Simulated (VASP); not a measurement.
# BaMg2N2 (P6/mmm) in VASP: further runs

Runs on BaMg2N2. Level: PBE. Tasks: single point.

All numbers are computed with VASP 6.6.1; they aren't measurements. Logs are shortened: lines on timing, memory, paths and dates and some standing lists are left out, and cuts for length are marked.

### Step 1. The cell of the first run

The structure is hexagonal, space group P6/mmm (No. 191). The conventional cell has a = 5.366 Å, b = 5.366 Å, c = 6.372 Å, α = 90.00°, β = 90.00°, γ = 120.00°. Within 3.4 Å of Ba (site symmetry 6/mmm) lie 2 N at 2.61 Å. Within 4.1 Å of Mg (site symmetry -6m2) lie 3 Mg at 3.10 Å and 6 N at 3.15 Å. N (site symmetry 6mm) has 1 N at 1.16 Å within 1.6 Å.

The cell was generated, and may not be a known phase.

### Step 2. Single point, PBE

INCAR reads:

```
SYSTEM = BaMg2N2
PREC = Accurate
ENCUT = 840
EDIFF = 1E-6
ISMEAR = 0
SIGMA = 0.1
LREAL = .False.
LASPH = .True.
NELM = 120
ALGO = Normal
ISIF = 2
LWAVE = .False.
LCHARG = .False.
GGA = PE
NBANDS = 28
GGA_COMPAT = .False.
```

KPOINTS reads:

```
regular mesh
0
Gamma
  6 6 2
  0 0 0
```

POSCAR reads:

```
BaMg2N2
1.0
    5.3657320528      0.0000000000      0.0000000000
   -2.6828660264      4.6468602676      0.0000000000
    0.0000000000      0.0000000000      6.3716154105
Ba Mg N
1 2 2
Direct
    0.0000000000      0.0000000000      0.0000000000
    0.3333333333      0.6666666667      0.5000000000
    0.6666666667      0.3333333333      0.5000000000
    0.0000000000      0.0000000000      0.4089293226
    0.0000000000      0.0000000000      0.5910706774
```

Potentials or basis: VASP PAW PBE potentials, release 64 (Ba_sv, Mg_sv, N).

Command:

```sh
$ cat potpaw_PBE.64/Ba_sv/POTCAR potpaw_PBE.64/Mg_sv/POTCAR potpaw_PBE.64/N/POTCAR > POTCAR
$ mpirun -np 1 vasp_std > vasp.out
```

OUTCAR:

```text
SYSTEM = BaMg2N2
   PREC = Accurate
   ENCUT = 840
   EDIFF = 1E-6
   ISMEAR = 0
   LREAL = .False.
   LASPH = .True.
   NELM = 120
   ISIF = 2
   GGA = PE

 ion  position               nearest neighbor table
   1  0.000  0.000  0.000-   4 2.61   5 2.61
   2  0.333  0.667  0.500-
   3  0.667  0.333  0.500-
   4  0.000  0.000  0.409-   5 1.16   1 2.61
   5  0.000  0.000  0.591-   4 1.16   1 2.61

  LATTYP: Found a hexagonal cell.
 ALAT       =     5.3657320528
 C/A-ratio  =     1.1874643288

  Lattice vectors:

 A1 = (   5.3657320528,   0.0000000000,   0.0000000000)
 A2 = (  -2.6828660264,   4.6468602676,   0.0000000000)
 A3 = (   0.0000000000,   0.0000000000,   6.3716154105)

Analysis of symmetry for initial positions (statically):
=====================================================================
 Subroutine PRICEL returns:
 Original cell was already a primitive cell.

 Routine SETGRP: Setting up the symmetry group for a
 hexagonal supercell.

 Subroutine GETGRP returns: Found 24 space group operations
 (whereof 24 operations were pure point group operations)
 out of a pool of 24 trial point group operations.

The static configuration has the point symmetry D_6h.

Analysis of symmetry for dynamics (positions and initial velocities):
=====================================================================
 Subroutine PRICEL returns:
 Original cell was already a primitive cell.

 Routine SETGRP: Setting up the symmetry group for a
 hexagonal supercell.

 Subroutine GETGRP returns: Found 24 space group operations
 (whereof 24 operations were pure point group operations)
 out of a pool of 24 trial point group operations.

The dynamic configuration has the point symmetry D_6h.

 Subroutine INISYM returns: Found 24 space group operations
 (whereof 24 operations are pure point group operations),
 and found     1 'primitive' translations

----------------------------------------------------------------------------------------

                                     Primitive cell

  volume of cell :     158.8686

  direct lattice vectors                    reciprocal lattice vectors
     5.365732053  0.000000000  0.000000000     0.186367860  0.107599534  0.000000000
    -2.682866026  4.646860268  0.000000000     0.000000000  0.215199068  0.000000000
     0.000000000  0.000000000  6.371615410     0.000000000  0.000000000  0.156946070

  length of vectors
     5.365732053  5.365732053  6.371615410     0.215199068  0.215199068  0.156946070

  position of ions in fractional coordinates (direct lattice)
     0.000000000  0.000000000  0.000000000
     0.333333333  0.666666667  0.500000000
     0.666666667  0.333333333  0.500000000
     0.000000000  0.000000000  0.408929323
     0.000000000  0.000000000  0.591070677

  ion indices of the primitive-cell ions
   primitive index   ion index
                 1           1
                 2           2
                 3           3
                 4           4
                 5           5

----------------------------------------------------------------------------------------

 KPOINTS: regular mesh

Automatic generation of k-mesh.
 Grid dimensions read from file:
 generate k-points for:    6    6    2

 Generating k-lattice:

  Cartesian coordinates                     Fractional coordinates (reciprocal lattice)
     0.031061310  0.017933256  0.000000000     0.166666667  0.000000000  0.000000000
     0.000000000  0.035866511  0.000000000     0.000000000  0.166666667  0.000000000
     0.000000000  0.000000000  0.078473035     0.000000000  0.000000000  0.500000000

  Length of vectors
     0.035866511  0.035866511  0.078473035

  Shift w.r.t. Gamma in fractional coordinates (k-lattice)
     0.000000000  0.000000000  0.000000000

 Subroutine IBZKPT returns following result:
 ===========================================

 Found     14 irreducible k-points:

 Following reciprocal coordinates:
            Coordinates               Weight
  0.000000  0.000000  0.000000      1.000000
  0.166667 -0.000000  0.000000      6.000000
  0.333333 -0.000000  0.000000      6.000000
  0.500000  0.000000  0.000000      3.000000
  0.166667  0.166667  0.000000      6.000000
  0.333333  0.166667  0.000000     12.000000
  0.333333  0.333333  0.000000      2.000000
  0.000000  0.000000  0.500000      1.000000
  0.166667 -0.000000  0.500000      6.000000
  0.333333 -0.000000  0.500000      6.000000
  0.500000  0.000000  0.500000      3.000000
  0.166667  0.166667  0.500000      6.000000
  0.333333  0.166667  0.500000     12.000000
  0.333333  0.333333  0.500000      2.000000
   k-points           NKPTS =     14   k-points in BZ     NKDIM =     14   number of bands    NBANDS=     28
   number of dos      NEDOS =    301   number of ions     NIONS =      5
   total plane-waves  NPLWV = 174960
   dimension x,y,z NGX =    54 NGY =   54 NGZ =   60
   dimension x,y,z NGXF=   108 NGYF=  108 NGZF=  120
   ions per type =               1   2   2
   NGX,Y,Z   is equivalent  to a cutoff of  16.73, 16.73, 15.65 a.u.
   NGXF,Y,Z  is equivalent  to a cutoff of  33.46, 33.46, 31.31 a.u.
 SYSTEM =  BaMg2N2
   PREC   = accura    normal or accurate (medium, high low for compatibility)
   ISTART =      0    job   : 0-new  1-cont  2-samecut
   ICHARG =      2    charge: 1-file 2-atom 10-const
   ISPIN  =      1    spin polarized calculation?
   LNONCOLLINEAR =      F non collinear calculations
   LSORBIT =      F    spin-orbit coupling
   LASPH  =      T    aspherical Exc in radial PAW
   ENCUT  =  840.0 eV  61.74 Ry    7.86 a.u.  12.68 12.68 15.06*2*pi/ulx,y,z
   NELM   =    120;   NELMIN=  2; NELMDL= -5     # of ELM steps
   EDIFF  = 0.1E-05   stopping-criterion for ELM
   LREAL  =      F    real-space projection
   EDIFFG = 0.1E-04   stopping-criterion for IOM
   NSW    =      0    number of steps for IOM
   IBRION =     -1    ionic relax: 0-MD 1-quasi-New 2-CG
   NFREE  =      0    steps in history (QN), initial steepest desc. (CG)
   ISIF   =      2    stress and relaxation
   ISYM   =      2    0-nonsym 1-usesym 2-fastsym
   POTIM  = 0.5000    time-step for ionic-motion
   TEBEG  =    0.0;   TEEND  =   0.0 temperature during run
   PSTRESS=    0.0 pullay stress
   NELECT =      40.0000    total number of electrons
   NUPDOWN=      -1.0000    fix difference up-down
   EMIN   =  10.00;   EMAX   =-10.00  energy-range for DOS
   EFERMI =   0.00;   METHOD = LEGACY
   ISMEAR =     0;   SIGMA  =   0.10  broadening in eV -4-tet -1-fermi 0-gaus
   EFERMI_NEDOS =   21; number of points for ismear=-14 and -15
   IALGO  =     38    algorithm
   IMIX   =      4    mixing-type and parameters
     AMIX     =   0.40;   BMIX     =  1.00
     AMIX_MAG =   1.60;   BMIX_MAG =  1.00
  volume/ion in A,a.u.               =      31.77       214.42
  Fermi-wavevector in a.u.,A,eV,Ry     =   1.033750  1.953504 14.539712  1.068639
  Thomas-Fermi vector in A             =   2.168012
   LORBIT       =      0    0 simple, 1 ext, 2 COOP (PROOUT), +10 PAW based schemes
   GGA     = PE    functional components
   LHFCALC =     F    Hartree Fock is set to
   AEXX    =    0.0000 exact exchange contribution
   IVDW    =     0    specifies the selected vdW correction
   LEPSILON=     F    determine dielectric tensor
   LRPA    =     F    only Hartree local field effects (RPA)
 non-spin polarized calculation
 Gauss-broadening in eV      SIGMA  =   0.10
  energy-cutoff  :      840.00
  volume of cell :      158.87
 maximum number of plane-waves:      8803
 NGX is ok and might be reduce to    54
   NGX = 25   NGY = 25   NGZ = 31

 number of electron      39.9999982 magnetization

 Free energy of the ion-electron system (eV)
  ---------------------------------------------------
  ext. energy  EPLUGINS =         0.00000000
  ---------------------------------------------------
  free energy    TOTEN  =       -20.53236343 eV

  energy without entropy =      -20.52140964  energy(sigma->0) =      -20.52688653

 E-fermi :   1.1477     XC(G=0):  -7.4637

 val. band max:        1.0639549488   @ k =   0.1667   0.1667   0.5000
 cond. band min:       1.2368882450   @ k =   0.1667   0.1667   0.0000
 fundamental gap:      0.1729332962
 Fermi energy:         1.1476584398

 k-point     1 :       0.0000    0.0000    0.0000
  band No.  band energies     occupation
      1     -75.0362      2.00000
      2     -75.0339      2.00000
      3     -41.8198      2.00000
      4     -41.8198      2.00000
      5     -41.8043      2.00000
      6     -41.8043      2.00000
[... 20 lines left out ...]
     27       4.4311      0.00000
     28       6.0048      0.00000

 k-point     2 :       0.1667   -0.0000    0.0000
  band No.  band energies     occupation
      1     -75.0360      2.00000
      2     -75.0340      2.00000
      3     -41.8200      2.00000
      4     -41.8190      2.00000
      5     -41.8051      2.00000
      6     -41.8040      2.00000
[... 20 lines left out ...]
     27       4.8406      0.00000
     28       5.5395      0.00000

 k-point     3 :       0.3333   -0.0000    0.0000
  band No.  band energies     occupation
      1     -75.0356      2.00000
      2     -75.0343      2.00000
      3     -41.8205      2.00000
      4     -41.8170      2.00000
      5     -41.8070      2.00000
      6     -41.8035      2.00000
[... 20 lines left out ...]
     27       4.6719      0.00000
     28       5.0983      0.00000

 k-point     4 :       0.5000    0.0000    0.0000
  band No.  band energies     occupation
      1     -75.0354      2.00000
      2     -75.0346      2.00000
      3     -41.8208      2.00000
      4     -41.8156      2.00000
      5     -41.8084      2.00000
      6     -41.8033      2.00000
[... 268 lines left out ...]
     27       4.5395      0.00000
     28       5.6852      0.00000

 k-point    13 :       0.3333    0.1667    0.5000
  band No.  band energies     occupation
      1     -75.0353      2.00000
      2     -75.0346      2.00000
      3     -41.8210      2.00000
      4     -41.8151      2.00000
      5     -41.8090      2.00000
      6     -41.8030      2.00000
[... 20 lines left out ...]
     27       4.7085      0.00000
     28       4.8240      0.00000

 k-point    14 :       0.3333    0.3333    0.5000
  band No.  band energies     occupation
      1     -75.0350      2.00000
      2     -75.0350      2.00000
      3     -41.8213      2.00000
      4     -41.8120      2.00000
      5     -41.8120      2.00000
      6     -41.8027      2.00000
[... 20 lines left out ...]
     27       4.5097      0.00000
     28       5.4970      0.00000

------------------------ aborting loop because EDIFF is reached ----------------------------------------

  FORCE on cell =-STRESS in cart. coord.  units (eV):
  Direction    XX          YY          ZZ          XY          YZ          ZX
  --------------------------------------------------------------------------------------
  -------------------------------------------------------------------------------------
  Total        0.1985305      0.1985305      1.3927778      0.0000000     -0.0000000      0.0000000
  in kB        2.0021644      2.0021644     14.0460516      0.0000000     -0.0000000      0.0000000
  external PRESSURE =       6.0167935 kB  Pullay stress =       0.0000000 kB

 VOLUME and BASIS-vectors are now :
 -----------------------------------------------------------------------------
  energy-cutoff  :      840.00
  volume of cell :      158.87
      direct lattice vectors                 reciprocal lattice vectors
     5.365732053  0.000000000  0.000000000     0.186367860  0.107599534  0.000000000
    -2.682866026  4.646860268  0.000000000     0.000000000  0.215199068  0.000000000
     0.000000000  0.000000000  6.371615410     0.000000000  0.000000000  0.156946070

 POSITION                                       TOTAL-FORCE (eV/Angst)
 -----------------------------------------------------------------------------------
      0.00000      0.00000      0.00000         0.000000     -0.000000      0.000000
     -0.00000      3.09791      3.18581        -0.000000     -0.000000      0.000000
      2.68287      1.54895      3.18581         0.000000     -0.000000      0.000000
      0.00000      0.00000      2.60554         0.000000      0.000000     -0.582913
      0.00000      0.00000      3.76608         0.000000     -0.000000      0.582913
 -----------------------------------------------------------------------------------
    total drift:                                0.000000      0.000000      0.000000

  FREE ENERGIE OF THE ION-ELECTRON SYSTEM (eV)
  ---------------------------------------------------
  free  energy   TOTEN  =       -20.5323634282 eV

  energy  without entropy=      -20.5214096389  energy(sigma->0) =      -20.52688653
```

Wall time 2.1 min (1 thread of AMD EPYC 9R45 (Zen 5), shared host); peak memory 0.47 GiB.

What came out:

```
Free energy            : -20.5324 eV
Pressure               : 0.6 GPa
Largest force          : 0.583 eV/Å
Band gap on the k mesh : zero (bands 20 and 21 overlap by 1.45 eV)
```

Forces on the atoms (eV/Å):
```
Ba   0.000  0.000  0.000
Mg   0.000  0.000  0.000
Mg   0.000  0.000  0.000
N    0.000  0.000 -0.583
N    0.000  0.000  0.583
```

Levels at points of the mesh, in eV from the Fermi level:
```csv
k point,band 16,band 17,band 18,band 19,band 20,band 21,band 22,band 23,band 24,band 25
"(0.00, 0.00, 0.00)",-7.23,-7.13,-3.24,0.28,0.28,0.63,0.75,1.08,1.08,2.60
"(0.50, 0.00, 0.00)",-7.27,-7.02,-1.71,-1.51,-0.77,0.10,1.82,1.84,2.62,2.89
"(0.00, 0.00, 0.50)",-7.28,-5.94,-2.87,-1.31,0.99,0.99,1.64,1.64,2.08,2.08
"(0.50, 0.00, 0.50)",-7.32,-5.79,-1.61,-1.12,-0.39,0.20,0.83,1.64,2.08,3.27
```

Caveat: the k points lie up to 0.49 Å⁻¹ apart, too coarse for converged energies and pressures of a metal; the standard files for N, O and F lose accuracy on very short bonds; spin-orbit coupling is left out, which moves the levels of the heavy elements.

[end of part 1 of 2]

The gap in the log of VASP goes by the Fermi energy; the results here count the filled bands.